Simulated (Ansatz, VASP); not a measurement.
One calculation of HfO2, two programs

File POSCAR:

```
HfO2
1.0
    3.5766926572      0.0000000000      0.0000000000
    0.0000000000      3.5766926572      0.0000000000
    0.0000000000      0.0000000000      5.2022243025
Hf O
2 4
Direct
    0.5000000000      0.5000000000      0.5000000000
    0.0000000000      0.0000000000      0.0000000000
    0.0000000000      0.5000000000      0.6962101214
    0.5000000000      0.0000000000      0.8037898786
    0.5000000000      0.0000000000      0.3037898786
    0.0000000000      0.5000000000      0.1962101214
```

INCAR.step1

```
SYSTEM = HfO2
PREC     = Accurate       ! precision mode
ENCUT    = 520            ! plane-wave cutoff, eV
EDIFF    = 1E-5           ! SCF threshold, eV
ISMEAR   = 0              ! smearing method
SIGMA    = 0.01           ! smearing width, eV
LREAL    = .FALSE.        ! projectors in reciprocal space
LASPH    = .TRUE.         ! aspherical terms in the spheres
NELM     = 80             ! most SCF steps
ALGO     = Normal         ! electronic algorithm
ISIF     = 2              ! what is computed and relaxed
LWAVE    = .TRUE.         ! write WAVECAR
LCHARG   = .FALSE.        ! write CHGCAR
NBANDS   = 31             ! bands
GGA      = PE             ! functional
```

The input INCAR.step2:

```
SYSTEM = HfO2
PREC     = Accurate       ! precision mode
ENCUT    = 520            ! plane-wave cutoff, eV
EDIFF    = 1E-7           ! SCF threshold, eV
ISMEAR   = 0              ! smearing method
SIGMA    = 0.01           ! smearing width, eV
LREAL    = .FALSE.        ! projectors in reciprocal space
LASPH    = .TRUE.         ! aspherical terms in the spheres
NELM     = 80             ! most SCF steps
ALGO     = Normal         ! electronic algorithm
ISIF     = 2              ! what is computed and relaxed
LWAVE    = .FALSE.        ! write WAVECAR
LCHARG   = .FALSE.        ! write CHGCAR
GGA      = PE             ! functional
LHFCALC  = .TRUE.         ! exact exchange
HFSCREEN = 0.2079         ! screening, 1/A
PRECFOCK = Fast         
NBANDS   = 31             ! bands
ISTART   = 1
```

The input KPOINTS:

```
regular mesh
0
G
  4 4 2
  0 0 0
```

Input for Ansatz:

```yaml
crystal:
  lattice:
    - [3.5766926572, 0.0, 0.0]
    - [0.0, 3.5766926572, 0.0]
    - [0.0, 0.0, 5.2022243025]
  atoms:
    - { symbol: Hf, position: [0.5, 0.5, 0.5] }
    - { symbol: Hf, position: [0.0, 0.0, 0.0] }
    - { symbol: O, position: [0.0, 0.5, 0.6962101214] }
    - { symbol: O, position: [0.5, 0.0, 0.8037898786] }
    - { symbol: O, position: [0.5, 0.0, 0.3037898786] }
    - { symbol: O, position: [0.0, 0.5, 0.1962101214] }
kpoints:
  mp_grid: { grid: [4, 4, 2] }
hamiltonian:
  xc: hse06
scf:
  occupations: { method: fixed }
  n_extra_bands: 5
output:
  forces: true
  stress: true
  eigenvalues: true
```

Alike in both runs: task single point; functional HSE06; k mesh 4 × 4 × 2; no spin polarisation.

|  | VASP | Ansatz |
| --- | --- | --- |
| version | VASP 6.6.1 | Ansatz 0.2.0 |
| potentials or method | VASP PAW PBE potentials, release 64 (Hf_pv, O) | plane waves, PAW |
| plane-wave cutoff (eV) | 520 | 420 |
| occupations | gaussian, width 0.01 eV | fixed |
| valence electrons in the cell | 44 | 76 |

```csv
,VASP,Ansatz,Ansatz less VASP
gap on the k mesh at the Fermi level (eV),6.29,6.37,+0.071
pressure (GPa),-4.5,0.0,+4.48
"traceless stress, the component that is largest in VASP (GPa)",0.24,0.00,-0.249
rms of the force components (eV/Å),0.032,0.014,-0.0181
```

Atom by atom the forces differ by 0.046 eV/Å (rms over components). One of these differences is far larger than is usual between the two programs; its cause wasn't traced. VASP's potentials hold 44 valence electrons a cell and Ansatz's 76, so a difference there can come from the potentials and not from the codes. Ansatz's warnings: stress exchange threshold loose, stress scf threshold loose.

The k mesh is coarse, so the values compare programs but aren't converged. Neither program's run includes spin-orbit coupling.
